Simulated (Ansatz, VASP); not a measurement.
Two plane-wave programs on AlN

```
Al N
1.0
     0.00000    2.20126    2.20126
     2.20126    0.00000    2.20126
     2.20126    2.20126    0.00000
Al N
1 1
Direct
  0.00000 0.00000 0.00000
  0.25000 0.25000 0.25000
```

Alike in both runs: functional PBE; k mesh 10 × 10 × 10; occupations gaussian, width 0.02 eV; no spin polarisation.

Ansatz relaxed the structure, and its values are those at the end. VASP's run is a single point on that final structure, the one shown.

|  | VASP | Ansatz |
| --- | --- | --- |
| version | VASP 6.6.1 | Ansatz 0.2.0 |
| potentials or method | VASP PAW PBE potentials, release 64 (Al, N), cutoff 600 eV | scalar-relativistic, plane waves, PAW |
| valence electrons in the cell | 8 | 8 |

VASP gave:

| Item | Value |
| --- | --- |
| gap on the k mesh at the Fermi level (eV) | 3.31 |
| least direct gap on the mesh (eV) | 3.99 |
| pressure (GPa) | -0.3 |

Task: Estimate Ansatz's values.

Result: gap on the k mesh at the Fermi level (eV): 3.31; least direct gap on the mesh (eV): 3.98; pressure (GPa): 0.0.
